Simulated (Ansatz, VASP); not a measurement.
Given: the input of a run of VASP 6.6.1 on P.

The input POSCAR:

```
P
1.0
    1.7257251780      0.9963478961      3.1296800121
   -1.7257251780      0.9963478961      3.1296800121
    0.0000000000     -1.9926957921      3.1296800121
P
2
Direct
    0.7729197500      0.7729197500      0.7729197500
    0.2270802500      0.2270802500      0.2270802500
```

File INCAR.step1:

```
SYSTEM = P
PREC = Accurate
ENCUT = 520
EDIFF = 1E-5
ISMEAR = -1
SIGMA = 0.05
LREAL = .FALSE.
LASPH = .TRUE.
NELM = 80
ALGO = Normal
ISIF = 2
LWAVE = .TRUE.
LCHARG = .FALSE.
GGA = PE
NBANDS = 12
```

Contents of INCAR.step2:

```
SYSTEM = P
PREC = Accurate
ENCUT = 520
EDIFF = 1E-7
ISMEAR = -1
SIGMA = 0.05
LREAL = .FALSE.
LASPH = .TRUE.
NELM = 80
ALGO = Normal
ISIF = 2
LWAVE = .FALSE.
LCHARG = .FALSE.
GGA = PE
LHFCALC = .TRUE.
AEXX = 0.3
HFSCREEN = 0.2
PRECFOCK = Normal
ISTART = 1
NBANDS = 12
```

File KPOINTS:

```
Automatic mesh
0
G
  5 5 5
  0 0 0
```

Potentials or basis: VASP PAW PBE potentials, release 64 (P).

Command:

```bash
$ cat potpaw_PBE.64/P/POTCAR > POTCAR
$ cp INCAR.step1 INCAR
$ mpirun -np 1 vasp_std > vasp.out
$ cp INCAR.step2 INCAR
$ mpirun -np 1 vasp_std > vasp.out
```

**Question.** Set up the same calculation for Ansatz 0.2.0. Potentials there: Ansatz PAW.

**Answer.** As run (the cutoff follows the program's own potentials):

Contents of input.yaml:

```yaml
crystal:
  lattice:
    - [1.725725178, 0.9963478961, 3.1296800121]
    - [-1.725725178, 0.9963478961, 3.1296800121]
    - [0.0, -1.9926957921, 3.1296800121]
  atoms:
    - { symbol: P, position: [0.77291975, 0.77291975, 0.77291975] }
    - { symbol: P, position: [0.22708025, 0.22708025, 0.22708025] }
hamiltonian:
  xc: { exchange: pbe, correlation: pbe, exx: { coeff: 0.3, omega: 0.2 } }
  pseudopotentials: { kind: paw }
kpoints:
  mp_grid: { grid: [5, 5, 5] }
scf:
  occupations: { method: fermi_dirac, width: 0.05 }
output:
  forces: true
  stress: true
  eigenvalues: true
```

Potentials or basis: Ansatz PAW.

Launch:

```sh
$ ansatz run input.yaml --threads 2 --pin off --max-ram 5632MiB --backend cpu --events-out ev --progress --plain --runs-dir out
```

Both were run:

|  | VASP | Ansatz | Ansatz less VASP |
| --- | --- | --- | --- |
| gap on the k mesh at the Fermi level (eV) | none | none | - |
| pressure (GPa) | -2.1 | -1.4 | +0.75 |
| traceless stress, the component that is largest in VASP (GPa) | 0.21 | 0.03 | -0.174 |
| rms of the force components (eV/Å) | 0.193 | 0.146 | -0.0468 |

VASP's potentials were made for PBE, not for PBE-based screened hybrid. Atom by atom the forces differ by 0.047 eV/Å (rms over components). A gap of «none» marks a metal or a gap that the smearing closes.

The k mesh is coarse, so the values compare programs but aren't converged.
